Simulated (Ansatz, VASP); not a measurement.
## One calculation of SiC, two programs

```
Si C
1.0
     3.06571    0.00000    0.00000
    -1.53286    2.65498    0.00000
     0.00000    0.00000    5.03112
Si C
2 2
Direct
  0.33333 0.66667 0.00000
  0.66667 0.33333 0.50000
  0.33333 0.66667 0.38500
  0.66667 0.33333 0.88500
```

Change from the starting cell: volume scaled by 0.99.

Alike in both runs: task single point; functional PBE; k mesh 15 × 15 × 8; occupations fermi-dirac, width 0.08 eV; no spin polarisation.

```csv
,VASP,Ansatz
version,VASP 6.6.1,Ansatz 0.2.0
potentials or method,"VASP PAW PBE potentials, release 64 (Si, C), cutoff 520 eV","all-electron LAPW, scalar-relativistic"
```

```tsv
	VASP	Ansatz	Ansatz less VASP
pressure (GPa)	6.0	6.0	+0.07
traceless stress, the component that is largest in VASP (GPa)	-3.50	-3.50	+0.005
rms of the force components (eV/Å)	0.444	0.444	-0.0002
```

Atom by atom the forces differ by 0.000 eV/Å (rms over components). Ansatz ran all-electron here, and VASP with PAW potentials.
